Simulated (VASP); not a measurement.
Wanted: the native input for a VASP 6.6.1 run.

```yaml
Task: single point
Functional: PBE
Potentials_or_basis: VASP PAW PBE potentials, release 64 (B, Al, P, Ga_d, In_d)
Cutoff: 520 eV
k_mesh: 2 × 2 × 2, shifted
Occupations: gaussian, width 0.1 eV
Spin: no spin polarisation
Dipole_correction: no
Further_INCAR_settings: LREAL = Auto; ALGO = Normal; EDIFF = 1e-06; NBANDS = 61; ISYM = 0
```

The structure of AlInGa2B4P8 lies in POSCAR:

```
AlInGa2B4P8
1.0
   -5.0335665756      5.1227491498     -0.0175661039
   -5.0335623564     -0.0175618847      5.1227978619
    0.0368817267      5.1420647727      5.1421177039
B Al P Ga In
4 1 8 2 1
Direct
    1.0054383690      0.5022809182     -0.0085611780
    0.9944814277     -0.0038487478      0.5050789107
    0.5068523651      0.0037037129      0.5038799542
    0.4991971780      0.4913993165      0.5051338256
    0.5001747080      0.9970764222      1.0034885796
    0.8515144803      0.9089271445      0.3912473864
    0.3671233705      0.8640261529      0.4015780553
    0.8592455091      0.3561975727      0.3666225797
    0.8939498846      0.8532576132      0.8545223383
    0.4120794067      0.3483582660      0.3912878388
    0.3894896388      0.8864243871      0.8377809681
    0.8889718027      0.3858414647      0.8949500146
    0.3563977839      0.3908738882      0.8545616546
    0.0008224090      1.0012272872     -0.0018130102
    0.5043469073      0.4977848126     -0.0017875529
    0.0027271204      0.4995912230      0.4911422768
```

One way to write it, as run:

INCAR

```
SYSTEM = AlInGa2B4P8
PREC     = Accurate       ! precision mode
ENCUT    = 520            ! plane-wave cutoff, eV
EDIFF    = 1E-6           ! SCF threshold, eV
ISMEAR   = 0              ! smearing method
SIGMA    = 0.1            ! smearing width, eV
LREAL    = Auto         
LASPH    = .True.         ! aspherical terms in the spheres
NELM     = 60             ! most SCF steps
ALGO     = Normal         ! electronic algorithm
ISIF     = 2              ! what is computed and relaxed
LWAVE    = .False.        ! write WAVECAR
LCHARG   = .True.         ! write CHGCAR
GGA      = PE             ! functional
LELF     = .True.         ! ELF
LVHAR    = .True.       
NBANDS   = 61             ! bands
ISYM     = 0
```

KPOINTS

```
Automatic mesh
0
Gamma
  2 2 2
  0.5 0.5 0.5
```

Potentials or basis: VASP PAW PBE potentials, release 64 (B, Al, P, Ga_d, In_d).

Command:

```console
$ cat potpaw_PBE.64/B/POTCAR potpaw_PBE.64/Al/POTCAR potpaw_PBE.64/P/POTCAR potpaw_PBE.64/Ga_d/POTCAR potpaw_PBE.64/In_d/POTCAR > POTCAR
$ mpirun -np 1 vasp_std > vasp.out
```

Results of the run:

The pressure is 0.0 GPa, the largest force is 0.020 eV/Å and the band gap on the k mesh is 0.91 eV.

Caveat: spin-orbit coupling is left out, which moves the levels of the heavy elements; a shifted mesh leaves out Γ, where band edges can lie.

Run time: 56 s on 1 thread of Intel(R) Xeon(R) 6975P-C (Granite Rapids), with other jobs on the host, peak memory 0.4 GiB.
